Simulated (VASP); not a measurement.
A run of VASP 6.6.1:

File INCAR:

```
SYSTEM = AlCo3
ALGO = Normal ; EDIFF = 1E-6
ENCUT = 520 ; GGA = CA
ISIF = 2 ; ISMEAR = 1
ISPIN = 2 ; LASPH = .TRUE.
LCHARG = .TRUE. ; LELF = .TRUE.
LMAXMIX = 4 ; LORBIT = 11
LREAL = .FALSE. ; LVHAR = .TRUE.
LWAVE = .FALSE. ; MAGMOM = 0 2.5 2.5 2.5
NBANDS = 27 ; NELM = 150
PREC = Accurate ; SIGMA = 0.15
```

KPOINTS

```
k-points
0
G
  7 7 7
  0 0 0
```

File POSCAR:

```
AlCo3
1.0
    3.5143459193      0.0000000000      0.0000000000
    0.0000000000      3.5143459193      0.0000000000
    0.0000000000      0.0000000000      3.5143459193
Al Co
1 3
Direct
    0.0000000000      0.0000000000      0.0000000000
    0.5000000000      0.5000000000      0.0000000000
    0.5000000000      0.0000000000      0.5000000000
    0.0000000000      0.5000000000      0.5000000000
```

Potentials or basis: VASP PAW LDA potentials, release 64 (Al, Co).

Launch:

```console
$ cat potpaw_LDA.64/Al/POTCAR potpaw_LDA.64/Co/POTCAR > POTCAR
$ mpirun -np 1 vasp_std > vasp.out
```

Hardware: 1 thread of Intel(R) Xeon(R) Platinum 8375C CPU @ 2.90GHz (Ice Lake), with other jobs on the host.

**Question.** How long does it take, and how much memory?

**Answer.** Wall time 52 s on 1 thread of Intel(R) Xeon(R) Platinum 8375C CPU @ 2.90GHz (Ice Lake), with other jobs on the host, peak memory 0.16 GiB. Counts: scf iterations 18, k points 20.
